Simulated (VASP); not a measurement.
Here is a VASP 6.6.1 calculation.

INCAR

```
PREC     = Accurate       # precision mode
ENCUT    = 500            # plane-wave cutoff, eV
EDIFF    = 1E-6           # SCF threshold, eV
ISMEAR   = 0              # smearing method
SIGMA    = 0.01           # smearing width, eV
LREAL    = F              # projectors in reciprocal space
LASPH    = T              # aspherical terms in the spheres
NELM     = 120            # most SCF steps
ALGO     = Normal         # electronic algorithm
ISIF     = 2              # what is computed and relaxed
LWAVE    = F              # write WAVECAR
LCHARG   = F              # write CHGCAR
GGA      = PE             # functional
NBANDS   = 19             # bands
GGA_COMPAT= F
```

Contents of KPOINTS:

```
Automatic mesh
0
Gamma
  4 4 4
```

Contents of POSCAR:

```
K2S
1.0
    0.0000000000      3.7600632393      3.7600632393
    3.7600632393      0.0000000000      3.7600632393
    3.7600632393      3.7600632393      0.0000000000
K S
2 1
Direct
    0.2500000000      0.2500000000      0.2500000000
    0.7500000000      0.7500000000      0.7500000000
    0.0000000000      0.0000000000      0.0000000000
```

Potentials or basis: VASP PAW PBE potentials, release 64 (K_sv, S).

Command:

```console
$ cat potpaw_PBE.64/K_sv/POTCAR potpaw_PBE.64/S/POTCAR > POTCAR
$ mpirun -np 1 vasp_std > vasp.out
```

(1) Estimate the band gap on the k mesh.

(2) Predict the pressure.

## Answers

(1) 2.26 eV, indirect (least direct gap 2.42 eV).

(2) -0.4 GPa.
